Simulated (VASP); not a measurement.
Sc: relaxation of cell and atoms with PBE+D3(BJ)

The system is Sc.

```
Sc
1.0
     3.30900    0.00000    0.00000
    -1.65450    2.86568    0.00000
     0.00000    0.00000    5.27330
Sc
2
Direct
  0.66667 0.33333 0.75000
  0.33333 0.66667 0.25000
```

```json
{
  "Program": "VASP 6.6.1",
  "Task": "relaxation of cell and atoms",
  "Functional": "PBE",
  "Dispersion": "D3(BJ)",
  "Potentials or basis": "VASP PAW PBE potentials, release 64 (Sc_sv)",
  "Cutoff": "600 eV",
  "k mesh": "9 × 9 × 5",
  "Occupations": "fermi-dirac, width 0.05 eV",
  "Spin": "no spin polarisation",
  "Dipole correction": "no",
  "Further INCAR settings": "ALGO = Fast; EDIFF = 1e-07; IBRION = 2; EDIFFG = -0.01; NSW = 60; ISIF = 3"
}
```

The relaxed volume is 23.53 Å³/atom and the relaxed cell is a = 3.269 Å, b = 3.269 Å, c = 5.086 Å, α = 90.00°, β = 90.00°, γ = 120.00°. The space group after relaxing (to 0.05 Å) is P6_3/mmc (No. 194). The energy gained by relaxing is 16.8 meV/atom and the ionic steps are 5. The pressure after relaxing is 0.0 GPa. The band gap on the k mesh is zero (band 11 reaches 4.74 eV, above the bottom of band 12 at 3.40 eV). The dispersion energy per atom is -0.407 eV.

The path:
```
step  energy change (eV)  largest force (eV/Å)  pressure (GPa)  volume (Å³)
   1              0.0000                0.0000           -3.11        50.00
   2             -0.0314                0.0000            0.65        46.57
   3             -0.0321                0.0000            0.12        46.99
   4             -0.0333                0.0000            0.05        47.03
   5             -0.0336                0.0000            0.00        47.06
```

Final structure:
```xyz
2
Lattice="3.2687 0.0000 0.0000 -1.6343 2.8308 0.0000 0.0000 0.0000 5.0860" Properties=species:S:1:pos:R:3 pbc="T T T"
Sc    1.6343    0.9436    3.8145
Sc    0.0000    1.8872    1.2715
```

Levels at points of the mesh, in eV from the Fermi level:
```csv
k point,band 7,band 8,band 9,band 10,band 11,band 12,band 13,band 14,band 15
"(0.00, 0.00, 0.00)",-27.70,-27.67,-5.22,-1.70,0.72,1.64,1.64,1.92,2.12
```

Wall time 2.4 min on 1 thread of AMD EPYC 7R43 64-Core Processor (Zen 3), with other jobs on the host, peak memory 0.17 GiB.

Caveat: pairwise dispersion overbinds metals, which lowers pressure and volume.
